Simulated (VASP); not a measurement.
Write the native input for VASP 6.6.1 that does the following.

| Property | Result |
| --- | --- |
| Task | single point |
| Functional | PBEsol |
| Potentials or basis | VASP PAW PBE potentials, release 64 (As) |
| Cutoff | 520 eV |
| k mesh | 6 × 6 × 5 |
| Occupations | fermi-dirac, width 0.05 eV |
| Spin | no spin polarisation |
| Dipole correction | no |
| Further INCAR settings | ALGO = Normal; EDIFF = 1e-06; NBANDS = 18 |

The structure of As lies in POSCAR:

```
As
1.0
    1.8432500000     -5.5550000000      0.0000000000
    1.8432500000      5.5550000000      0.0000000000
    0.0000000000      0.0000000000      4.4700000000
As
4
Direct
    0.3900000000      0.6100000000      0.5600000000
    0.8900000000      0.1100000000      0.9400000000
    0.6100000000      0.3900000000      0.4400000000
    0.1100000000      0.8900000000      0.0600000000
```

These files were run (other wordings do the same):

INCAR

```
PREC = Accurate ; ENCUT = 520
EDIFF = 1E-6 ; ISMEAR = -1
SIGMA = 0.05 ; LREAL = F
LASPH = T ; NELM = 80
ALGO = Normal ; ISIF = 2
LWAVE = F ; LCHARG = T
GGA = PS ; LELF = T
LVHAR = T ; NBANDS = 18
```

KPOINTS

```
Automatic mesh
0
Gamma
  6 6 5
```

Potentials or basis: VASP PAW PBE potentials, release 64 (As).

Command:

```sh
$ cat potpaw_PBE.64/As/POTCAR > POTCAR
$ mpirun -np 1 vasp_std > vasp.out
```

Results of the run:

The pressure is -1.3 GPa and the largest force is 0.125 eV/Å.

Caveat: the PAW data sets were made with another functional, which shifts forces and pressure a little.

Run time: 2.1 min on 1 thread of AMD EPYC 7R13, with other jobs on the host, peak memory 0.25 GiB.
